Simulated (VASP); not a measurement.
Set up this calculation in VASP 6.6.1, as the native input.

```yaml
Task: relaxation of shape and atoms at fixed volume
Functional: PBE
Potentials_or_basis: VASP PAW PBE potentials, release 64 (Mg, S)
Cutoff: 600 eV
k_mesh: 10 × 10 × 2
Occupations: gaussian, width 0.1 eV
Spin: no spin polarisation
Dipole_correction: no
Further_INCAR_settings: ALGO = Fast; EDIFF = 1e-07; IBRION = 2; EDIFFG = -0.01; NSW = 50; ISIF = 4
```

The structure of Mg3S2 lies in POSCAR:

```
Mg3S2
1.0
    3.5723494721     -0.0003715344      0.0114977225
   -1.7859056713      3.0938069203      0.0004429500
   -0.0502095935     -0.0313158045     16.9832909364
Mg S
6 4
Direct
    0.5832119423      0.4165358410      0.1771885109
    0.9165984000      0.0833667454      0.6772871673
    0.2501236722      0.7499324694      0.8227224455
    0.2503857766      0.7503021503      0.3228203941
    0.9165103013      0.0831273124      0.9993928160
    0.5834016364      0.4168385985      0.4994906965
    0.2496837140      0.7497118388      0.0886297124
    0.2498931844      0.7501024172      0.5887164893
    0.9168836772      0.0835405802      0.4119198459
    0.5833076956      0.4165420466      0.9118319220
```

One way to write it, as run:

INCAR

```
PREC = Accurate
ENCUT = 600
EDIFF = 1E-7
ISMEAR = 0
SIGMA = 0.1
LREAL = False
LASPH = True
NELM = 80
ALGO = Fast
ISIF = 4
LWAVE = False
LCHARG = False
GGA = PE
IBRION = 2
NSW = 50
EDIFFG = -0.01
```

KPOINTS

```
Automatic mesh
0
Gamma
  10 10 2
```

Potentials or basis: VASP PAW PBE potentials, release 64 (Mg, S).

Run with:

```bash
$ cat potpaw_PBE.64/Mg/POTCAR potpaw_PBE.64/S/POTCAR > POTCAR
$ mpirun -np 1 vasp_std > vasp.out
```

It gave:

The energy gained by relaxing is 0.2 meV/atom. The ionic steps are 5 and the pressure after relaxing is 3.7 GPa. The largest force after relaxing is 0.003 eV/Å and the band gap on the k mesh is zero (filled and empty bands touch).

Caveat: semilocal functionals underestimate gaps, and a narrow one can read as zero.

Run time: 54 min on 1 thread of Oxide Virtual Turin-like Processor, on a shared host, peak memory 0.67 GiB.
